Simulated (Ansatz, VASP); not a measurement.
# Na: VASP beside Ansatz

```xyz
2
Lattice="3.8834 0.0188 -0.0045 -1.9254 3.3577 0.0087 -0.0073 0.0121 6.3535" Properties=species:S:1:pos:R:3 pbc="T T T"
Na   -0.0974    2.1345    1.5942
Na    2.0481    1.2542    4.7635
```

Change from the starting cell: all atoms moved at random, cell strained at random.

Alike in both runs: task single point; functional PBE; k mesh 12 × 12 × 6; occupations gaussian, width 0.1 eV; no spin polarisation.

```csv
,VASP,Ansatz
version,VASP 6.6.1,Ansatz 0.2.0
potentials or method,"VASP PAW PBE potentials, release 64 (Na_pv), cutoff 520 eV","scalar-relativistic, plane waves, PAW"
valence electrons in the cell,14,18
```

```csv
,VASP,Ansatz,Ansatz less VASP
gap on the k mesh at the Fermi level (eV),none,none,-
pressure (GPa),-0.7,-0.7,-0.01
"traceless stress, the component that is largest in VASP (GPa)",-0.16,-0.16,-0.003
rms of the force components (eV/Å),0.021,0.021,0.0000
```

Atom by atom the forces differ by 0.000 eV/Å (rms over components). A gap of «none» marks a metal or a gap that the smearing closes. VASP's potentials hold 14 valence electrons a cell and Ansatz's 18, so a difference there can come from the potentials and not from the codes.
